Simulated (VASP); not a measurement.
Write the native input for VASP 6.6.1 that does the following.

```
Task                   : single point
Functional             : PBEsol
Potentials or basis    : VASP PAW PBE potentials, release 64 (Hf_pv)
Cutoff                 : 520 eV
k mesh                 : 8 × 8 × 8
Occupations            : gaussian, width 0.05 eV
Spin                   : no spin polarisation
Dipole correction      : no
Further INCAR settings : ALGO = Normal; EDIFF = 1e-06; NBANDS = 11
```

The structure of Hf lies in POSCAR:

```
Hf
1.0
   -1.7415174011      1.7415174011      1.7415174011
    1.7415174011     -1.7415174011      1.7415174011
    1.7415174011      1.7415174011     -1.7415174011
Hf
1
Direct
    0.0000000000      0.0000000000      0.0000000000
```

These files were run (other wordings do the same):

INCAR

```
SYSTEM = Hf
PREC = Accurate
ENCUT = 520
EDIFF = 1E-6
ISMEAR = 0
SIGMA = 0.05
LREAL = .FALSE.
LASPH = .TRUE.
NELM = 80
ALGO = Normal
ISIF = 2
LWAVE = .FALSE.
LCHARG = .TRUE.
GGA = PS
LELF = .TRUE.
LVHAR = .TRUE.
NBANDS = 11
```

KPOINTS

```
regular mesh
0
G
  8 8 8
  0 0 0
```

Potentials or basis: VASP PAW PBE potentials, release 64 (Hf_pv).

Launch:

```sh
$ cat potpaw_PBE.64/Hf_pv/POTCAR > POTCAR
$ mpirun -np 1 vasp_std > vasp.out
```

Results of the run:

The pressure is 0.8 GPa and the band gap on the k mesh is zero (band 5 reaches 6.35 eV, above the bottom of band 6 at 3.99 eV).

Caveat: the PAW data sets were made with another functional, which shifts forces and pressure a little; spin-orbit coupling is left out, which moves the levels of the heavy elements.

It took 5.6 s on 1 thread of Intel(R) Xeon(R) Platinum 8375C CPU @ 2.90GHz (Ice Lake), on a shared host, peak memory 0.13 GiB.
